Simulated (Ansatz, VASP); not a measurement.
# ReBi in VASP and in Ansatz

INCAR

```
PREC = Accurate
ENCUT = 520
EDIFF = 1E-7
ISMEAR = -1
SIGMA = 0.1
LREAL = False
LASPH = True
NELM = 100
ALGO = Normal
ISIF = 2
LWAVE = False
LCHARG = True
GGA = PE
LELF = True
LVHAR = True
NBANDS = 18
```

The input KPOINTS:

```
regular mesh
0
Gamma
  11 11 11
```

The input POSCAR:

```
ReBi
1.0
    0.0000000000      2.9829166390      2.9829166390
    2.9829166390      0.0000000000      2.9829166390
    2.9829166390      2.9829166390      0.0000000000
Re Bi
1 1
Direct
    0.0000000000      0.0000000000      0.0000000000
    0.2500000000      0.2500000000      0.2500000000
```

Input for Ansatz:

```yaml
crystal:
  lattice:
    - [0.0, 2.982916639, 2.982916639]
    - [2.982916639, 0.0, 2.982916639]
    - [2.982916639, 2.982916639, 0.0]
  atoms:
    - { symbol: Re, position: [0.0, 0.0, 0.0] }
    - { symbol: Bi, position: [0.25, 0.25, 0.25] }
kpoints:
  mp_grid: { grid: [11, 11, 11] }
scf:
  occupations: { method: fermi_dirac, width: 0.1 }
hamiltonian:
  xc: pbe
  pseudopotentials: { kind: all_electron, lapw: { basis_error: 0.001 } }
output:
  forces: true
  stress: true
  eigenvalues: true
  populations: true
```

Change from the starting cell: volume scaled by 0.88, LAPW.

Alike in both runs: task single point; functional PBE; k mesh 11 × 11 × 11; occupations fermi-dirac, width 0.1 eV; no spin polarisation.

|  | VASP | Ansatz |
| --- | --- | --- |
| version | VASP 6.6.1 | Ansatz 0.2.0 |
| potentials or method | VASP PAW PBE potentials, release 64 (Re, Bi_d), cutoff 520 eV | all-electron LAPW, scalar-relativistic |

```csv
,VASP,Ansatz,Ansatz less VASP
pressure (GPa),14.0,13.8,-0.18
```

Ansatz ran all-electron here, and VASP with PAW potentials.

Spin-orbit coupling is off throughout.
